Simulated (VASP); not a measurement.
# PbO2 (P4_2/mnm) in VASP: further runs

The runs below take PbO2 through single point, with PBE.

Everything below comes from runs of VASP 6.6.1. Logs are shortened: lines on timing, memory, paths and dates and some standing lists are left out, and cuts for length are marked.

## Step 1: The cell of the first run

It takes space group P4_2/mnm (No. 136, tetragonal). Conventional cell: a = 4.958 Å, b = 4.958 Å, c = 3.388 Å, α = 90.00°, β = 90.00°, γ = 90.00°. Pb (site symmetry mmm) has 6 O at 2.15 to 2.17 Å within 2.8 Å. Within 2.8 Å of O (site symmetry m2m) lie 3 Pb at 2.15 to 2.17 Å and 1 O at 2.71 Å.

## Step 2: Single point, PBE

File INCAR:

```
PREC = Accurate ; ENCUT = 520
EDIFF = 1E-6 ; ISMEAR = 0
SIGMA = 0.1 ; LREAL = False
LASPH = True ; NELM = 60
ALGO = Normal ; ISIF = 2
LWAVE = False ; LCHARG = True
GGA = PE ; LELF = True
LVHAR = True ; NBANDS = 35
```

File KPOINTS:

```
Automatic mesh
0
Gamma
  8 8 10
```

File POSCAR:

```
PbO2
1.0
    4.9577000000      0.0000000000      0.0000000000
    0.0000000000      4.9577000000      0.0000000000
    0.0000000000      0.0000000000      3.3879000000
Pb O
2 4
Direct
    0.0000000000      0.0000000000      0.0000000000
    0.5000000000      0.5000000000      0.5000000000
    0.3067681389      0.3067681389      0.0000000000
    0.1932318611      0.8067681389      0.5000000000
    0.6932318611      0.6932318611      0.0000000000
    0.8067681389      0.1932318611      0.5000000000
```

Potentials or basis: VASP PAW PBE potentials, release 64 (Pb_d, O).

The run is started by

```sh
cat potpaw_PBE.64/Pb_d/POTCAR potpaw_PBE.64/O/POTCAR > POTCAR
mpirun -np 1 vasp_std > vasp.out
```

OUTCAR:

```text
PREC = Accurate
   ENCUT = 520
   EDIFF = 1E-6
   ISMEAR = 0
   LREAL = False
   LASPH = True
   NELM = 60
   ISIF = 2
   GGA = PE

 ion  position               nearest neighbor table
   1  0.000  0.000  0.000-   3 2.15   5 2.15   4 2.17   6 2.17   4 2.17   6 2.17   2 3.89   2 3.89
                             2 3.89   2 3.89   2 3.89   2 3.89   2 3.89   2 3.89
   2  0.500  0.500  0.500-   4 2.15   6 2.15   5 2.17   3 2.17   3 2.17   5 2.17   1 3.89   1 3.89
                             1 3.89   1 3.89   1 3.89   1 3.89   1 3.89   1 3.89
   3  0.307  0.307  0.000-   1 2.15   2 2.17   2 2.17
   4  0.193  0.807  0.500-   2 2.15   1 2.17   1 2.17
   5  0.693  0.693  0.000-   1 2.15   2 2.17   2 2.17
   6  0.807  0.193  0.500-   2 2.15   1 2.17   1 2.17

  LATTYP: Found a simple tetragonal cell.
 ALAT       =     4.9577000000
 C/A-ratio  =     0.6833612361

  Lattice vectors:

 A1 = (   4.9577000000,   0.0000000000,   0.0000000000)
 A2 = (   0.0000000000,   4.9577000000,   0.0000000000)
 A3 = (   0.0000000000,   0.0000000000,   3.3879000000)

Analysis of symmetry for initial positions (statically):
=====================================================================
 Subroutine PRICEL returns:
 Original cell was already a primitive cell.

 Routine SETGRP: Setting up the symmetry group for a
 simple tetragonal supercell.

 Subroutine GETGRP returns: Found 16 space group operations
 (whereof  8 operations were pure point group operations)
 out of a pool of 16 trial point group operations.

The static configuration has the point symmetry D_2h.
 The point group associated with its full space group is D_4h.

Analysis of symmetry for dynamics (positions and initial velocities):
=====================================================================
 Subroutine PRICEL returns:
 Original cell was already a primitive cell.

 Routine SETGRP: Setting up the symmetry group for a
 simple tetragonal supercell.

 Subroutine GETGRP returns: Found 16 space group operations
 (whereof  8 operations were pure point group operations)
 out of a pool of 16 trial point group operations.

The dynamic configuration has the point symmetry D_2h.
 The point group associated with its full space group is D_4h.

 Subroutine INISYM returns: Found 16 space group operations
 (whereof  8 operations are pure point group operations),
 and found     1 'primitive' translations

----------------------------------------------------------------------------------------

                                     Primitive cell

  volume of cell :      83.2705

  direct lattice vectors                    reciprocal lattice vectors
     4.957700000  0.000000000  0.000000000     0.201706436  0.000000000  0.000000000
     0.000000000  4.957700000  0.000000000     0.000000000  0.201706436  0.000000000
     0.000000000  0.000000000  3.387900000     0.000000000  0.000000000  0.295168098

  length of vectors
     4.957700000  4.957700000  3.387900000     0.201706436  0.201706436  0.295168098

  position of ions in fractional coordinates (direct lattice)
     0.000000000  0.000000000  0.000000000
     0.500000000  0.500000000  0.500000000
     0.306768139  0.306768139  0.000000000
     0.193231861  0.806768139  0.500000000
     0.693231861  0.693231861  0.000000000
     0.806768139  0.193231861  0.500000000

  ion indices of the primitive-cell ions
   primitive index   ion index
                 1           1
                 2           2
                 3           3
                 4           4
                 5           5
                 6           6

----------------------------------------------------------------------------------------

 KPOINTS: Automatic mesh

Automatic generation of k-mesh.
 Grid dimensions read from file:
 generate k-points for:    8    8   10

 Generating k-lattice:

  Cartesian coordinates                     Fractional coordinates (reciprocal lattice)
     0.025213305  0.000000000  0.000000000     0.125000000  0.000000000  0.000000000
     0.000000000  0.025213305  0.000000000     0.000000000  0.125000000  0.000000000
     0.000000000  0.000000000  0.029516810     0.000000000  0.000000000  0.100000000

  Length of vectors
     0.025213305  0.025213305  0.029516810

  Shift w.r.t. Gamma in fractional coordinates (k-lattice)
     0.000000000  0.000000000  0.000000000

 Subroutine IBZKPT returns following result:
 ===========================================

 Found     90 irreducible k-points:

 Following reciprocal coordinates:
            Coordinates               Weight
  0.000000  0.000000  0.000000      1.000000
  0.125000  0.000000  0.000000      4.000000
  0.250000  0.000000  0.000000      4.000000
  0.375000  0.000000  0.000000      4.000000
  0.500000  0.000000  0.000000      2.000000
  0.125000  0.125000  0.000000      4.000000
[... 16 lines left out ...]
  0.375000  0.125000  0.100000     16.000000
  0.500000  0.125000  0.100000      8.000000
 [... further k-points ...]
   k-points           NKPTS =     90   k-points in BZ     NKDIM =     90   number of bands    NBANDS=     35
   number of dos      NEDOS =    301   number of ions     NIONS =      6
   total plane-waves  NPLWV =  44800
   dimension x,y,z NGX =    40 NGY =   40 NGZ =   28
   dimension x,y,z NGXF=    80 NGYF=   80 NGZF=   56
   ions per type =               2   4
   NGX,Y,Z   is equivalent  to a cutoff of  13.41, 13.41, 13.74 a.u.
   NGXF,Y,Z  is equivalent  to a cutoff of  26.83, 26.83, 27.48 a.u.
 SYSTEM =  unknown system
   PREC   = accura    normal or accurate (medium, high low for compatibility)
   ISTART =      0    job   : 0-new  1-cont  2-samecut
   ICHARG =      2    charge: 1-file 2-atom 10-const
   ISPIN  =      1    spin polarized calculation?
   LNONCOLLINEAR =      F non collinear calculations
   LSORBIT =      F    spin-orbit coupling
   LASPH  =      T    aspherical Exc in radial PAW
   ENCUT  =  520.0 eV  38.22 Ry    6.18 a.u.   9.22  9.22  6.30*2*pi/ulx,y,z
   NELM   =     60;   NELMIN=  2; NELMDL= -5     # of ELM steps
   EDIFF  = 0.1E-05   stopping-criterion for ELM
   LREAL  =      F    real-space projection
   EDIFFG = 0.1E-04   stopping-criterion for IOM
   NSW    =      0    number of steps for IOM
   IBRION =     -1    ionic relax: 0-MD 1-quasi-New 2-CG
   NFREE  =      0    steps in history (QN), initial steepest desc. (CG)
   ISIF   =      2    stress and relaxation
   ISYM   =      2    0-nonsym 1-usesym 2-fastsym
   POTIM  = 0.5000    time-step for ionic-motion
   TEBEG  =    0.0;   TEEND  =   0.0 temperature during run
   PSTRESS=    0.0 pullay stress
   NELECT =      52.0000    total number of electrons
   NUPDOWN=      -1.0000    fix difference up-down
   EMIN   =  10.00;   EMAX   =-10.00  energy-range for DOS
   EFERMI =   0.00;   METHOD = LEGACY
   ISMEAR =     0;   SIGMA  =   0.10  broadening in eV -4-tet -1-fermi 0-gaus
   EFERMI_NEDOS =   21; number of points for ismear=-14 and -15
   IALGO  =     38    algorithm
   IMIX   =      4    mixing-type and parameters
     AMIX     =   0.40;   BMIX     =  1.00
     AMIX_MAG =   1.60;   BMIX_MAG =  1.00
  volume/ion in A,a.u.               =      13.88        93.66
  Fermi-wavevector in a.u.,A,eV,Ry     =   1.399305  2.644302 26.640933  1.958053
  Thomas-Fermi vector in A             =   2.522377
   LORBIT       =      0    0 simple, 1 ext, 2 COOP (PROOUT), +10 PAW based schemes
   GGA     = PE    functional components
   LHFCALC =     F    Hartree Fock is set to
   AEXX    =    0.0000 exact exchange contribution
   IVDW    =     0    specifies the selected vdW correction
   LEPSILON=     F    determine dielectric tensor
   LRPA    =     F    only Hartree local field effects (RPA)
 non-spin polarized calculation
 Gauss-broadening in eV      SIGMA  =   0.10
  energy-cutoff  :      520.00
  volume of cell :       83.27
 maximum number of plane-waves:      2262
 NGX is ok and might be reduce to    40
   NGX = 19   NGY = 19   NGZ = 13

 number of electron      52.0000015 magnetization

 Free energy of the ion-electron system (eV)
  ---------------------------------------------------
  ext. energy  EPLUGINS =         0.00000000
  ---------------------------------------------------
  free energy    TOTEN  =       -31.71006328 eV

  energy without entropy =      -31.70833077  energy(sigma->0) =      -31.70919702

 E-fermi :   4.4596     XC(G=0): -10.7182

 val. band max:        4.4445541923   @ k =   0.1250   0.0000   0.0000
 cond. band min:       4.4957815724   @ k =   0.0000   0.0000   0.1000
 fundamental gap:      0.0512273800
 Fermi energy:         4.4595614714

 k-point     1 :       0.0000    0.0000    0.0000
  band No.  band energies     occupation
      1     -13.9526      2.00000
      2     -13.8269      2.00000
      3     -12.1439      2.00000
      4     -12.1439      2.00000
      5     -11.1386      2.00000
      6     -10.9201      2.00000
[... 27 lines left out ...]
     34      15.6979      0.00000
     35      16.4203      0.00000

 k-point     2 :       0.1250    0.0000    0.0000
  band No.  band energies     occupation
      1     -13.9101      2.00000
      2     -13.7998      2.00000
      3     -12.3052      2.00000
      4     -12.2371      2.00000
      5     -10.9620      2.00000
      6     -10.8920      2.00000
[... 27 lines left out ...]
     34      15.8831      0.00000
     35      16.4163      0.00000

 k-point     3 :       0.2500    0.0000    0.0000
  band No.  band energies     occupation
      1     -13.7904      2.00000
      2     -13.7223      2.00000
      3     -12.5985      2.00000
      4     -12.4684      2.00000
      5     -10.8707      2.00000
      6     -10.8702      2.00000
[... 27 lines left out ...]
     34      16.3402      0.00000
     35      16.4405      0.00000
[... 723 lines left out ...]
 k-point    23 :       0.3750    0.1250    0.1000
  band No.  band energies     occupation
      1     -13.6744      2.00000
      2     -13.4589      2.00000
      3     -13.0299      2.00000
      4     -12.6746      2.00000
      5     -10.8768      2.00000
      6     -10.8315      2.00000
[... 27 lines left out ...]
     34      16.4654      0.00000
     35      16.5082      0.00000

 k-point    24 :       0.5000    0.1250    0.1000
  band No.  band energies     occupation
      1     -13.5378      2.00000
      2     -13.5378      2.00000
      3     -12.9084      2.00000
      4     -12.9084      2.00000
      5     -10.8420      2.00000
      6     -10.8420      2.00000
[... 27 lines left out ...]
     34      16.1933      0.00000
     35      16.6728      0.00000

 [... further k-points ...]

------------------------ aborting loop because EDIFF is reached ----------------------------------------

  FORCE on cell =-STRESS in cart. coord.  units (eV):
  Direction    XX          YY          ZZ          XY          YZ          ZX
  --------------------------------------------------------------------------------------
  -------------------------------------------------------------------------------------
  Total        4.4515330      4.4515330      5.5184029      0.0000000      0.0000000      0.0000000
  in kB       85.6503436     85.6503436    106.1776038      0.0000000      0.0000000      0.0000000
  external PRESSURE =      92.4927636 kB  Pullay stress =       0.0000000 kB

 VOLUME and BASIS-vectors are now :
 -----------------------------------------------------------------------------
  energy-cutoff  :      520.00
  volume of cell :       83.27
      direct lattice vectors                 reciprocal lattice vectors
     4.957700000  0.000000000  0.000000000     0.201706436  0.000000000  0.000000000
     0.000000000  4.957700000  0.000000000     0.000000000  0.201706436  0.000000000
     0.000000000  0.000000000  3.387900000     0.000000000  0.000000000  0.295168098

 POSITION                                       TOTAL-FORCE (eV/Angst)
 -----------------------------------------------------------------------------------
      0.00000      0.00000      0.00000         0.000000      0.000000      0.000000
      2.47885      2.47885      1.69395         0.000000      0.000000      0.000000
      1.52086      1.52086      0.00000        -0.014994     -0.014994     -0.000000
      0.95799      3.99971      1.69395         0.014994     -0.014994      0.000000
      3.43684      3.43684      0.00000         0.014994      0.014994      0.000000
      3.99971      0.95799      1.69395        -0.014994      0.014994      0.000000
 -----------------------------------------------------------------------------------
    total drift:                                0.000000      0.000000     -0.000000

  FREE ENERGIE OF THE ION-ELECTRON SYSTEM (eV)
  ---------------------------------------------------
  free  energy   TOTEN  =       -31.7100632804 eV

  energy  without entropy=      -31.7083307668  energy(sigma->0) =      -31.70919702
```

It took 2.6 min on 1 thread of Intel Xeon Platinum 8488C (Sapphire Rapids), shared host; peak memory 0.34 GiB.

What came out:

| Property | Result |
| --- | --- |
| Free energy | -31.7101 eV |
| Pressure | 9.2 GPa |
| Largest force | 0.021 eV/Å |

Forces on the atoms (eV/Å):
```
Pb   0.000  0.000  0.000
Pb   0.000  0.000  0.000
O   -0.015 -0.015  0.000
O    0.015 -0.015  0.000
O    0.015  0.015  0.000
O   -0.015  0.015  0.000
```

Caveat: the cell stands under pressure; spin-orbit coupling is left out, which moves the levels of the heavy elements.

## Step 3: Single point, PBE (13.93 Å³/atom)

This run uses another cell than the first one, of 13.93 Å³/atom.

File INCAR:

```
SYSTEM = PbO2
  PREC = Accurate
  ENCUT = 520
  EDIFF = 1E-7
  ISMEAR = 0
  SIGMA = 0.1
  LREAL = .False.
  LASPH = .True.
  NELM = 100
  ALGO = Normal
  ISIF = 2
  LWAVE = .False.
  LCHARG = .False.
  GGA = PE
  NBANDS = 35
```

File KPOINTS:

```
regular mesh
0
Gamma
  8 8 10
  0 0 0
```

File POSCAR:

```
PbO2
1.0
    4.9375617506      0.0000000000      0.0000000000
    0.0000000000      4.9375617506      0.0000000000
    0.0000000000      0.0000000000      3.4283673799
Pb O
2 4
Direct
    0.0000000000      0.0000000000      0.0000000000
    0.5000000000      0.5000000000      0.5000000000
    0.3070660375      0.3070660375      0.0000000000
    0.1929339625      0.8070660375      0.5000000000
    0.6929339625      0.6929339625      0.0000000000
    0.8070660375      0.1929339625      0.5000000000
```

Potentials or basis: VASP PAW PBE potentials, release 64 (Pb_d, O).

The run is started by

```sh
cat potpaw_PBE.64/Pb_d/POTCAR potpaw_PBE.64/O/POTCAR > POTCAR
mpirun -np 1 vasp_std > vasp.out
```

Run time: 2.9 min. Hardware: 1 thread of Intel Xeon Platinum 8488C (Sapphire Rapids), shared host; peak memory 0.34 GiB.

Results (log left out):

| Property | Result |
| --- | --- |
| Free energy | -31.7334 eV |
| Pressure | 8.2 GPa |
| Largest force | 0.006 eV/Å |

Forces on the atoms (eV/Å):
```
Pb   0.000  0.000  0.000
Pb   0.000  0.000  0.000
O   -0.004 -0.004  0.000
O    0.004 -0.004  0.000
O    0.004  0.004  0.000
O   -0.004  0.004  0.000
```

Stress tensor (GPa, compression positive):
```
8.12 0.00 0.00
0.00 8.12 0.00
0.00 0.00 8.31
```

Levels at points of the mesh, in eV from the Fermi level:
```csv
k point,band 23,band 24,band 25,band 26,band 27,band 28,band 29,band 30
"(0.00, 0.00, 0.00)",-0.64,-0.64,-0.62,-0.62,0.05,4.28,5.85,5.85
"(0.50, 0.00, 0.00)",-0.68,-0.68,-0.40,-0.40,2.53,2.53,6.46,6.46
"(0.50, 0.50, 0.00)",-0.70,-0.70,-0.49,-0.49,2.90,2.90,6.78,6.78
"(0.00, 0.00, 0.50)",-1.17,-1.17,-0.82,-0.82,3.83,3.83,9.01,9.01
"(0.50, 0.00, 0.50)",-0.81,-0.81,-0.18,-0.18,4.17,4.17,7.48,7.48
"(0.50, 0.50, 0.50)",-0.70,-0.70,-0.54,-0.54,2.89,2.89,8.41,8.41
```

Caveat: the cell stands under pressure; spin-orbit coupling is left out, which moves the levels of the heavy elements.
